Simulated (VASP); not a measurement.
Input of a VASP 6.6.1 run:

Contents of INCAR:

```
PREC = Accurate ; ENCUT = 600
EDIFF = 1E-6 ; ISMEAR = 0
SIGMA = 0.1 ; LREAL = F
LASPH = T ; NELM = 60
ALGO = Fast ; ISIF = 4
LWAVE = F ; LCHARG = F
GGA = PS ; IBRION = 2
NSW = 50 ; EDIFFG = -0.01
```

Contents of KPOINTS:

```
Automatic mesh
0
Gamma
  12 12 14
```

POSCAR

```
Ti
1.0
    4.6626749960      0.0000000000      0.0000000000
   -2.3313374980      4.0379949961      0.0000000000
    0.0000000000      0.0000000000      2.8870384475
Ti
3
Direct
    0.0000000000      0.0000000000      0.0000000000
    0.3333333333      0.6666666667      0.5000000000
    0.6666666667      0.3333333333      0.5000000000
```

Potentials or basis: VASP PAW PBE potentials, release 64 (Ti_sv).

Command:

```sh
$ cat potpaw_PBE.64/Ti_sv/POTCAR > POTCAR
$ mpirun -np 1 vasp_std > vasp.out
```

**Question.** Predict the band gap on the k mesh.

**Answer.** Zero (bands 18 and 19 overlap by 0.22 eV).

Final structure:
```cif
data_structure
_symmetry_space_group_name_H-M 'P 1'
_symmetry_Int_Tables_number 1
_cell_length_a 4.6652
_cell_length_b 4.6652
_cell_length_c 2.8839
_cell_angle_alpha 90.000
_cell_angle_beta 90.000
_cell_angle_gamma 120.000
_cell_volume 54.36
loop_
_atom_site_label
_atom_site_type_symbol
_atom_site_fract_x
_atom_site_fract_y
_atom_site_fract_z
_atom_site_occupancy
Ti1 Ti 0.00000 0.00000 0.00000 1
Ti2 Ti 0.33333 0.66667 0.50000 1
Ti3 Ti 0.66667 0.33333 0.50000 1
```
